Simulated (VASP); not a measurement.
# Mg16CO: single point with PBE+D3(BJ)

Mg16CO, a slab with vacuum:

```
Mg O C
1.0
     6.30151    0.00000    0.00000
    -3.15075    5.45726    0.00000
     0.00000    0.00000   26.35840
Mg O C
16 1 1
Direct
  0.33333 0.16667 0.15175
  0.33333 0.66667 0.15175
  0.83333 0.16667 0.15175
  0.83333 0.66667 0.15175
  0.16667 0.33333 0.24752
  0.16667 0.83333 0.24752
  0.66667 0.33333 0.24752
  0.66667 0.83333 0.24752
  0.33333 0.16667 0.34218
  0.33333 0.66667 0.34218
  0.83333 0.16667 0.34218
  0.83333 0.66667 0.34218
  0.16667 0.33333 0.44041
  0.16667 0.83333 0.44041
  0.66667 0.33333 0.44041
  0.66667 0.83333 0.44041
  0.16667 0.33333 0.55422
  0.16667 0.33333 0.59785
```

```yaml
Program: VASP 6.6.1
Task: single point
Functional: PBE
Dispersion: D3(BJ)
Potentials_or_basis: VASP PAW PBE potentials, release 64 (Mg, O, C)
Cutoff: 520 eV
k_mesh: 6 × 6 × 1
Occupations: gaussian, width 0.1 eV
Spin: no spin polarisation
```

```yaml
Largest_force: 0.670 eV/Å
Band_gap_on_the_k_mesh: zero (bands 21 and 22 overlap by 1.34 eV)
Dispersion_energy_per_atom: -0.212 eV
```

Forces in eV/Å, atoms in the order of the input:
```
Mg   0.002 -0.001 -0.161
Mg   0.000  0.002 -0.161
Mg  -0.002 -0.001 -0.161
Mg   0.000  0.000 -0.162
Mg   0.000  0.000  0.021
Mg  -0.001 -0.001  0.020
Mg   0.000  0.001  0.020
Mg   0.001 -0.001  0.020
Mg   0.004 -0.002  0.076
Mg   0.000  0.005  0.076
Mg  -0.004 -0.002  0.076
Mg   0.000  0.000  0.065
Mg   0.000  0.000  0.023
Mg   0.003  0.001  0.042
Mg   0.000 -0.003  0.042
Mg  -0.003  0.001  0.042
O    0.000  0.000  0.670
C    0.000  0.000 -0.548
```

Levels at points of the mesh, in eV from the Fermi level:
```
           k point  band 17  band 18  band 19  band 20  band 21  band 22  band 23  band 24  band 25  band 26
(0.00, 0.00, 0.00)    -1.18    -1.18    -1.08    -1.08    -1.08    -0.98     0.23     0.23     0.25     0.41
(0.50, 0.00, 0.00)    -1.51    -1.02    -1.01     0.14     0.22     0.59     0.62     1.17     1.27     1.57
```

Run time: 10 min on 1 thread of Oxide Virtual Turin-like Processor, on a shared host, peak memory 0.89 GiB.
